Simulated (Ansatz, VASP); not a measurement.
# SrTiO3: VASP beside Ansatz

```
Sr Ti O
1.0
     3.93641    0.00000    0.00000
     0.00000    3.93641    0.00000
     0.00000    0.00000    3.93641
Sr Ti O
1 1 3
Direct
  0.01472 0.00000 0.00000
  0.49828 0.50000 0.50000
  0.97541 0.50000 0.50000
  0.47456 0.00000 0.50000
  0.47456 0.50000 0.00000
```

Change from the starting cell: mode 1 frozen in at -0.077 Å and mode 7 at +0.058 Å (largest displacements).

Alike in both runs: task single point; functional PBE; k mesh 8 × 8 × 8; occupations gaussian, width 0.05 eV; no spin polarisation.

```csv
,VASP,Ansatz
version,VASP 6.6.1,Ansatz 0.2.0
potentials or method,"VASP PAW PBE potentials, release 64 (Sr_sv, Ti_sv, O), cutoff 520 eV","scalar-relativistic, plane waves, PAW"
valence electrons in the cell,40,40
```

Ansatz gave:

* gap on the k mesh at the Fermi level (eV): 1.90
* least direct gap on the mesh (eV): 2.33
* pressure (GPa): 0.9
* traceless stress, the component that is largest in VASP (GPa): 1.03
* rms of the force components (eV/Å): 0.092

**Question.** Estimate VASP's values.

**Answer.** gap on the k mesh at the Fermi level (eV): 1.87; least direct gap on the mesh (eV): 2.31; pressure (GPa): 1.5; traceless stress, the component that is largest in VASP (GPa): 1.06; rms of the force components (eV/Å): 0.092.

Atom by atom the forces differ by 0.014 eV/Å (rms over components).
